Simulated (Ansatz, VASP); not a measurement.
# Nb2SbS2: VASP beside Ansatz

```
Nb S Sb
1.0
     1.78708    3.09531    0.00000
    -1.78708    3.09531    0.00000
     0.00000   -2.06354    9.26654
Nb S Sb
2 2 1
Direct
  0.40755 0.40755 0.22264
  0.59245 0.59245 0.77736
  0.21359 0.21359 0.64078
  0.78641 0.78641 0.35922
  0.00000 0.00000 0.00000
```

Alike in both runs: functional PBEsol; k mesh 6 × 6 × 6; no spin polarisation.

Ansatz relaxed the structure, and its values are those at the end. VASP's run is a single point on that final structure, the one shown.

|  | VASP | Ansatz |
| --- | --- | --- |
| version | VASP 6.6.1 | Ansatz 0.2.0 |
| potentials or method | VASP PAW PBE potentials, release 64 (Nb_sv, S, Sb), cutoff 520 eV | PAW plane waves |
| occupations | fermi-dirac, width 0.1 eV | fermi-dirac |
| valence electrons in the cell | 43 | 53 |

```csv
,VASP,Ansatz,Ansatz less VASP
pressure (GPa),-3.3,-3.2,+0.11
rms of the force components (eV/Å),0.003,0.000,-0.0029
```

VASP's potentials were made for PBE, not for PBEsol. VASP's potentials hold 43 valence electrons a cell and Ansatz's 53, so a difference there can come from the potentials and not from the codes. Ansatz's warnings: stress scf threshold loose, structure snapped to symmetry.

Neither program's run includes spin-orbit coupling.
